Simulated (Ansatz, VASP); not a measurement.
## SiC: VASP beside Ansatz

The input INCAR:

```
SYSTEM = SiC
PREC     = Accurate       ! precision mode
ENCUT    = 520            ! plane-wave cutoff, eV
EDIFF    = 1E-6           ! SCF threshold, eV
ISMEAR   = 0              ! smearing method
SIGMA    = 0.05           ! smearing width, eV
LREAL    = .False.        ! projectors in reciprocal space
LASPH    = .True.         ! aspherical terms in the spheres
NELM     = 60             ! most SCF steps
ALGO     = Normal         ! electronic algorithm
ISIF     = 2              ! what is computed and relaxed
LWAVE    = .False.        ! write WAVECAR
LCHARG   = .True.         ! write CHGCAR
GGA      = CA             ! functional
LELF     = .True.         ! ELF
LVHAR    = .True.       
NBANDS   = 16             ! bands
```

Contents of KPOINTS:

```
regular mesh
0
Gamma
  12 12 6
  0 0 0
```

The input POSCAR:

```
SiC
1.0
    3.0561890961      0.0000000000      0.0000000000
   -1.5280945481      2.6467373960      0.0000000000
    0.0000000000      0.0000000000      5.0161734257
Si C
2 2
Direct
    0.3333333333      0.6666666667      0.0046041256
    0.6666666667      0.3333333333      0.5046041256
    0.3333333333      0.6666666667      0.4252507829
    0.6666666667      0.3333333333      0.9252507829
```

Input for Ansatz:

```yaml
crystal:
  lattice:
    - [3.0561890961, 0.0, 0.0]
    - [-1.5280945481, 2.646737396, 0.0]
    - [0.0, 0.0, 5.0161734257]
  atoms:
    - { symbol: Si, position: [0.3333333333, 0.6666666667, 0.0046041256] }
    - { symbol: Si, position: [0.6666666667, 0.3333333333, 0.5046041256] }
    - { symbol: C, position: [0.3333333333, 0.6666666667, 0.4252507829] }
    - { symbol: C, position: [0.6666666667, 0.3333333333, 0.9252507829] }
basis:
  ecutwfc: 520.0
kpoints:
  mp_grid: { grid: [12, 12, 6] }
hamiltonian:
  xc: lda
  pseudopotentials: { kind: paw, azcp: { folder: soft_1 } }
scf:
  occupations: { method: gaussian, width: 0.05 }
output:
  forces: true
  stress: true
  eigenvalues: true
```

Alike in both runs: task single point; functional LDA; k mesh 12 × 12 × 6; occupations gaussian, width 0.05 eV; no spin polarisation.

|  | VASP | Ansatz |
| --- | --- | --- |
| version | VASP 6.6.1 | Ansatz 0.2.0 |
| potentials or method | VASP PAW LDA potentials, release 64 (Si, C), cutoff 520 eV | scalar-relativistic, plane waves, PAW |
| valence electrons in the cell | 16 | 16 |

```csv
,VASP,Ansatz,Ansatz less VASP
gap on the k mesh at the Fermi level (eV),1.54,1.55,+0.012
least direct gap on the mesh (eV),3.83,3.82,-0.006
pressure (GPa),4.5,4.2,-0.33
"traceless stress, the component that is largest in VASP (GPa)",-11.15,-11.02,+0.122
rms of the force components (eV/Å),1.333,1.328,-0.0046
```

Ansatz warns that its potentials were made for another functional, while VASP's fit it. LDA's correlation is that of Perdew and Zunger in VASP and of Perdew and Wang (1992) in Ansatz. Atom by atom the forces differ by 0.005 eV/Å (rms over components).
